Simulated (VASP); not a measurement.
# Al7CrO12 (P1) in VASP: single point with PBEsol+U

Aim: the single point of Al7CrO12 with PBEsol+U.

Program: VASP 6.6.1. These are calculated values, not measurements. Logs are shortened: lines on timing, memory, paths and dates and some standing lists are left out, and cuts for length are marked.

**1. The cell of the first run**

The typed cell holds 20 atoms: a = 10.253 Å, b = 5.127 Å, c = 5.127 Å, α = 55.25°, β = 55.25°, γ = 55.25°.

**2. Single point, PBEsol+U**

Input file INCAR:

```
PREC = Accurate ; ENCUT = 520
EDIFF = 1E-6 ; ISMEAR = 0
SIGMA = 0.05 ; LREAL = Auto
LASPH = T ; NELM = 150
ALGO = Normal ; ISIF = 2
LWAVE = F ; LCHARG = F
LMAXMIX = 4 ; LDAU = T
LDAUTYPE = 2 ; LDAUL = 2 -1 -1
LDAUU = 3 0 0 ; LDAUJ = 0 0 0
LDAUPRINT = 1 ; GGA = PS
NBANDS = 68
```

Input file KPOINTS:

```
Automatic mesh
0
Gamma
  2 4 4
```

Input file POSCAR:

```
Al7CrO12
1.0
    4.7540000000      2.7447232000      8.6600000000
   -2.3770000000      1.3723616000      4.3300000000
    0.0000000000     -2.7447232000      4.3300000000
Cr Al O
1 7 12
Direct
    0.4248310066      0.8488766776      0.8501503514
    0.9261875480      0.8534753012      0.8518871687
    0.3227087651      0.6488884542      0.6480186867
    0.8255244505      0.6475215237      0.6482828927
    0.0725118515      0.1524905310      0.1493927081
    0.5763630569      0.1452832027      0.1485898822
    0.1737811745      0.3537084674      0.3531194136
    0.6780776672      0.3497543676      0.3505419022
    0.0281003949      0.4447750869      0.7501063195
    0.5291945556      0.4333526710      0.7528369475
    0.3755754573      0.0571457971      0.4337800882
    0.8758257150      0.0572420577      0.4445615115
    0.2163773020      0.7542289390      0.0586881062
    0.7226610100      0.7486908988      0.0559724570
    0.4737356574      0.5417637100      0.2642267069
    0.9706561688      0.5588841776      0.2506795989
    0.1246017287      0.9458468636      0.5554653959
    0.6331118508      0.9427087734      0.5450319803
    0.2709823277      0.2638269363      0.9479052883
    0.7791923115      0.2515355631      0.9407625942
```

Potentials or basis: VASP PAW PBE potentials, release 64 (Cr_pv, Al, O).

Run with:

```console
> cat potpaw_PBE.64/Cr_pv/POTCAR potpaw_PBE.64/Al/POTCAR potpaw_PBE.64/O/POTCAR > POTCAR
> mpirun -np 1 vasp_std > vasp.out
```

OUTCAR:

```text
PREC = Accurate
   ENCUT = 520
   EDIFF = 1E-6
   ISMEAR = 0
   LREAL = Auto
   LASPH = T
   NELM = 150
   ISIF = 2
   GGA = PS

 ion  position               nearest neighbor table
   1  0.425  0.849  0.850-  15 1.93  18 1.93  19 1.94  13 1.98  10 1.98  11 1.99   3 2.63   6 2.78
                             6 2.79   5 2.80   3 3.23   3 3.24   4 3.25
   2  0.926  0.853  0.852-  20 1.85  17 1.85  16 1.85  12 1.96   9 1.97  14 1.97   4 2.65   6 2.77
                             5 2.78   5 2.78   3 3.20   4 3.21   4 3.22
   3  0.323  0.649  0.648-  19 1.83  15 1.83  17 1.85  11 1.97  13 1.98  10 1.99   1 2.63   7 2.79
                             7 2.79   8 2.81   2 3.20   1 3.23   1 3.24
   4  0.826  0.648  0.648-  18 1.83  16 1.84  20 1.85   9 1.96  14 1.96  12 1.97   2 2.65   7 2.76
                             8 2.78   8 2.78   2 3.21   2 3.22   1 3.25
   5  0.073  0.152  0.149-  12 1.84  13 1.85   9 1.85  19 1.95  16 1.96  17 1.96   7 2.63   2 2.78
                             2 2.78   1 2.80   8 3.20   7 3.22   7 3.23
   6  0.576  0.145  0.149-  10 1.85  14 1.85  11 1.86  18 1.95  15 1.95  20 1.96   8 2.64   2 2.77
                             1 2.78   1 2.79   8 3.22   8 3.23   7 3.25
   7  0.174  0.354  0.353-   9 1.85  13 1.85  11 1.85  19 1.93  17 1.96  16 1.96   5 2.63   4 2.76
                             3 2.79   3 2.79   5 3.22   5 3.23   6 3.25
   8  0.678  0.350  0.351-  12 1.85  14 1.85  10 1.85  18 1.94  15 1.94  20 1.97   6 2.64   4 2.78
                             4 2.78   3 2.81   5 3.20   6 3.22   6 3.23
   9  0.028  0.445  0.750-   7 1.85   5 1.85   4 1.96   2 1.97
  10  0.529  0.433  0.753-   6 1.85   8 1.85   1 1.98   3 1.99
  11  0.376  0.057  0.434-   7 1.85   6 1.86   3 1.97   1 1.99
  12  0.876  0.057  0.445-   5 1.84   8 1.85   2 1.96   4 1.97
  13  0.216  0.754  0.059-   7 1.85   5 1.85   3 1.98   1 1.98
  14  0.723  0.749  0.056-   6 1.85   8 1.85   4 1.96   2 1.97
  15  0.474  0.542  0.264-   3 1.83   1 1.93   8 1.94   6 1.95
  16  0.971  0.559  0.251-   4 1.84   2 1.85   5 1.96   7 1.96
  17  0.125  0.946  0.555-   3 1.85   2 1.85   7 1.96   5 1.96
  18  0.633  0.943  0.545-   4 1.83   1 1.93   8 1.94   6 1.95
  19  0.271  0.264  0.948-   3 1.83   7 1.93   1 1.94   5 1.95
  20  0.779  0.252  0.941-   4 1.85   2 1.85   6 1.96   8 1.97

  LATTYP: Found a base centered monoclinic cell.
 ALAT       =     9.0845531184
 B/A-ratio  =     0.5233058759
 C/A-ratio  =     0.9063923615
 COS(beta)  =    -0.3021307872

  Lattice vectors:

 A1 = (  -2.3770000000,   1.3723616000,   4.3300000000)
 A2 = (   0.0000000000,  -2.7447232000,   4.3300000000)
 A3 = (   7.1310000000,   4.1170848000,   0.0000000000)

Analysis of symmetry for initial positions (statically):
=====================================================================
 Subroutine PRICEL returns:
 Original cell was already a primitive cell.

 Routine SETGRP: Setting up the symmetry group for a
 base centered monoclinic supercell.

 Subroutine GETGRP returns: Found  1 space group operations
 (whereof  1 operations were pure point group operations)
 out of a pool of  4 trial point group operations.

The static configuration has the point symmetry C_1 .

Analysis of symmetry for dynamics (positions and initial velocities):
=====================================================================
 Subroutine PRICEL returns:
 Original cell was already a primitive cell.

 Routine SETGRP: Setting up the symmetry group for a
 base centered monoclinic supercell.

 Subroutine GETGRP returns: Found  1 space group operations
 (whereof  1 operations were pure point group operations)
 out of a pool of  4 trial point group operations.

The dynamic configuration has the point symmetry C_1 .

 Subroutine INISYM returns: Found  1 space group operations
 (whereof  1 operations are pure point group operations),
 and found     1 'primitive' translations

----------------------------------------------------------------------------------------

[... 142 lines left out ...]
   EDIFF  = 0.1E-05   stopping-criterion for ELM
   LREAL  =      T    real-space projection
   EDIFFG = 0.1E-04   stopping-criterion for IOM
   NSW    =      0    number of steps for IOM
   IBRION =     -1    ionic relax: 0-MD 1-quasi-New 2-CG
   NFREE  =      0    steps in history (QN), initial steepest desc. (CG)
   ISIF   =      2    stress and relaxation
   ISYM   =      2    0-nonsym 1-usesym 2-fastsym
   POTIM  = 0.5000    time-step for ionic-motion
   TEBEG  =    0.0;   TEEND  =   0.0 temperature during run
   PSTRESS=    0.0 pullay stress
   NELECT =     105.0000    total number of electrons
   NUPDOWN=      -1.0000    fix difference up-down
   EMIN   =  10.00;   EMAX   =-10.00  energy-range for DOS
   EFERMI =   0.00;   METHOD = LEGACY
   ISMEAR =     0;   SIGMA  =   0.05  broadening in eV -4-tet -1-fermi 0-gaus
   EFERMI_NEDOS =   21; number of points for ismear=-14 and -15
   IALGO  =     38    algorithm
   IMIX   =      4    mixing-type and parameters
     AMIX     =   0.40;   BMIX     =  1.00
     AMIX_MAG =   1.60;   BMIX_MAG =  1.00
  volume/ion in A,a.u.               =       8.47        57.19
  Fermi-wavevector in a.u.,A,eV,Ry     =   1.395561  2.637229 26.498595  1.947592
  Thomas-Fermi vector in A             =   2.519001
   LORBIT       =      0    0 simple, 1 ext, 2 COOP (PROOUT), +10 PAW based schemes
 LDA+U is selected, type is set to LDAUTYPE =  2
   angular momentum for each species LDAUL =     2   -1   -1
   U (eV)           for each species LDAUU =   3.0  0.0  0.0
   J (eV)           for each species LDAUJ =   0.0  0.0  0.0
   GGA     = PS    functional components
   LHFCALC =     F    Hartree Fock is set to
   AEXX    =    0.0000 exact exchange contribution
   IVDW    =     0    specifies the selected vdW correction
   LEPSILON=     F    determine dielectric tensor
   LRPA    =     F    only Hartree local field effects (RPA)
 non-spin polarized calculation
 Gauss-broadening in eV      SIGMA  =   0.05
  energy-cutoff  :      520.00
  volume of cell :      169.50
 maximum number of plane-waves:      4578
 NGX is ok and might be reduce to    80
   NGX = 39   NGY = 19   NGZ = 19

atom =   1  type =  1  l = 2

 onsite density matrix

spin component  1

  0.6274 -0.3133 -0.0299 -0.0021 -0.0709
 -0.3133  0.5513  0.0357  0.0135  0.0659
 -0.0299  0.0357  0.1203  0.0702  0.0646
 -0.0021  0.0135  0.0702  0.4333  0.1284
 -0.0709  0.0659  0.0646  0.1284  0.3595

spin component  2

  0.6274 -0.3133 -0.0299 -0.0021 -0.0709
 -0.3133  0.5513  0.0357  0.0135  0.0659
 -0.0299  0.0357  0.1203  0.0702  0.0646
 -0.0021  0.0135  0.0702  0.4333  0.1284
 -0.0709  0.0659  0.0646  0.1284  0.3595

 occupancies and eigenvectors

  o =  0.0977  v = -0.0066  0.0451 -0.9761  0.1419  0.1583  0.0000  0.0000  0.0000  0.0000  0.0000      0.0000  0.0000  0.0000  0.0000  0.0000  0.0000  0.0000  0.0000  0.0000  0.0000
  o =  0.0977  v =  0.0000  0.0000  0.0000  0.0000  0.0000 -0.0066  0.0451 -0.9761  0.1419  0.1583      0.0000  0.0000  0.0000  0.0000  0.0000  0.0000  0.0000  0.0000  0.0000  0.0000
  o =  0.2547  v =  0.1854  0.0422  0.0435 -0.5844  0.7877  0.0000  0.0000  0.0000  0.0000  0.0000      0.0000  0.0000  0.0000  0.0000  0.0000  0.0000  0.0000  0.0000  0.0000  0.0000
  o =  0.2547  v =  0.0000  0.0000  0.0000  0.0000  0.0000  0.1854  0.0422  0.0435 -0.5844  0.7877      0.0000  0.0000  0.0000  0.0000  0.0000  0.0000  0.0000  0.0000  0.0000  0.0000
  o =  0.2739  v =  0.0000  0.0000  0.0000  0.0000  0.0000  0.6389  0.7524  0.0148  0.0578 -0.1486      0.0000  0.0000  0.0000  0.0000  0.0000  0.0000  0.0000  0.0000  0.0000  0.0000
  o =  0.2739  v =  0.6389  0.7524  0.0148  0.0578 -0.1486  0.0000  0.0000  0.0000  0.0000  0.0000      0.0000  0.0000  0.0000  0.0000  0.0000  0.0000  0.0000  0.0000  0.0000  0.0000
  o =  0.5366  v =  0.0000  0.0000  0.0000  0.0000  0.0000  0.1665 -0.0989  0.1977  0.7926  0.5433      0.0000  0.0000  0.0000  0.0000  0.0000  0.0000  0.0000  0.0000  0.0000  0.0000
  o =  0.5366  v =  0.1665 -0.0989  0.1977  0.7926  0.5433  0.0000  0.0000  0.0000  0.0000  0.0000      0.0000  0.0000  0.0000  0.0000  0.0000  0.0000  0.0000  0.0000  0.0000  0.0000
  o =  0.9287  v =  0.0000  0.0000  0.0000  0.0000  0.0000 -0.7278  0.6483  0.0781  0.0819  0.1931      0.0000  0.0000  0.0000  0.0000  0.0000  0.0000  0.0000  0.0000  0.0000  0.0000
  o =  0.9287  v = -0.7278  0.6483  0.0781  0.0819  0.1931  0.0000  0.0000  0.0000  0.0000  0.0000      0.0000  0.0000  0.0000  0.0000  0.0000  0.0000  0.0000  0.0000  0.0000  0.0000

 number of electron     105.0000009 magnetization

 Free energy of the ion-electron system (eV)
  ---------------------------------------------------
  ext. energy  EPLUGINS =         0.00000000
  ---------------------------------------------------
  free energy    TOTEN  =      -155.47293279 eV

  energy without entropy =     -155.45781067  energy(sigma->0) =     -155.46537173

 E-fermi :   8.8282     XC(G=0): -12.1114

 val. band max:        8.8172360585   @ k =   0.0000   0.2500   0.0000
 cond. band min:       8.8417938442   @ k =   0.0000  -0.2500   0.5000
 fundamental gap:      0.0245577858
 Fermi energy:         8.8281800769

 k-point     1 :       0.0000    0.0000    0.0000
  band No.  band energies     occupation
      1     -35.5107      2.00000
      2     -34.6325      2.00000
      3     -34.1267      2.00000
      4     -13.1322      2.00000
      5     -11.9943      2.00000
      6     -11.8957      2.00000
[... 1329 lines left out ...]
     63      17.0357      0.00000
     64      17.2574      0.00000
 [bands above 64 left out]

------------------------ aborting loop because EDIFF is reached ----------------------------------------

  FORCE on cell =-STRESS in cart. coord.  units (eV):
  Direction    XX          YY          ZZ          XY          YZ          ZX
  --------------------------------------------------------------------------------------
  -------------------------------------------------------------------------------------
  Total        8.2025803      7.0190350      6.6433632      0.2844177      0.2102743      0.2079362
  in kB       77.5343569     66.3469718     62.7959592      2.6884398      1.9876037      1.9655031
  external PRESSURE =      68.8924293 kB  Pullay stress =       0.0000000 kB

 VOLUME and BASIS-vectors are now :
 -----------------------------------------------------------------------------
  energy-cutoff  :      520.00
  volume of cell :      169.50
      direct lattice vectors                 reciprocal lattice vectors
     4.754000000  2.744723200  8.660000000     0.105174590  0.060722577  0.038491147
    -2.377000000  1.372361600  4.330000000    -0.210349180  0.121445155  0.076982294
     0.000000000 -2.744723200  4.330000000     0.000000000 -0.242890309  0.076982294

 POSITION                                       TOTAL-FORCE (eV/Angst)
 -----------------------------------------------------------------------------------
      0.00187     -0.00242     11.03582         0.111034     -0.027630      0.699433
      2.37438      1.37521     15.40500         0.013893      0.013009      0.008595
     -0.00825     -0.00238      8.41027        -0.046729      0.026333     -0.233975
      2.38538      1.37511     12.75987         0.040447      0.003918      0.010744
     -0.01775     -0.00174      1.93511         0.102488     -0.011896      0.046303
      2.39469      1.37350      6.26377        -0.083389     -0.126254     -0.023304
[... 12 lines left out ...]
      0.66113     -1.49590      7.59351        -0.011663      0.209215     -0.088499
      3.10638     -0.09827     11.91046         0.002494      0.000595      0.005047
 -----------------------------------------------------------------------------------
    total drift:                                0.002715     -0.000553     -0.002320

  FREE ENERGIE OF THE ION-ELECTRON SYSTEM (eV)
  ---------------------------------------------------
  free  energy   TOTEN  =      -155.4729327906 eV

  energy  without entropy=     -155.4578106706  energy(sigma->0) =     -155.46537173
```

Run time: 28 min. Hardware: 1 thread of AMD EPYC 7R13 (Zen 3), shared host; peak memory 0.39 GiB.

Results:

- Free energy: -155.4729 eV
- Pressure: 6.9 GPa
- Largest force: 0.709 eV/Å
- Band gap on the k mesh: zero (an odd number of electrons rules out a gap without spin polarisation)

Forces in eV/Å, atoms in the order of the input:
```
Cr   0.111 -0.028  0.699
Al   0.014  0.013  0.009
Al  -0.047  0.026 -0.234
Al   0.040  0.004  0.011
Al   0.102 -0.012  0.046
Al  -0.083 -0.126 -0.023
Al  -0.006 -0.043 -0.051
Al   0.048 -0.004  0.077
O   -0.002  0.000  0.033
O    0.043  0.078 -0.141
O   -0.132 -0.068 -0.090
O    0.003 -0.023 -0.005
O    0.030  0.002 -0.086
O    0.000  0.012 -0.008
O   -0.090  0.177 -0.161
O   -0.018 -0.017 -0.019
O   -0.028 -0.012  0.012
O    0.023 -0.189  0.014
O   -0.012  0.209 -0.088
O    0.002  0.001  0.005
```

Eigenvalues of the final occupation matrices:
| site | spin | trace | eigenvalues |
| --- | --- | --- | --- |
| site 1 d | 1 | 2.09 | 0.10 0.25 0.27 0.54 0.93 |
| site 1 d | 2 | 2.09 | 0.10 0.25 0.27 0.54 0.93 |

Caveat: the k points lie up to 0.40 Å⁻¹ apart, too coarse for converged energies and pressures of a metal; the PAW data sets were made with another functional, which shifts forces and pressure a little; an odd number of electrons without spin polarisation forces a metal; a magnetic or distorted state may lie lower; the run has no spin polarisation, though such a crystal can be magnetic; U without spin polarisation on a metal has little footing. Spin polarisation is off, so any magnetic state and its effect on volume and gap are missing.

The gap in the log of VASP goes by the Fermi energy; the results here count the filled bands.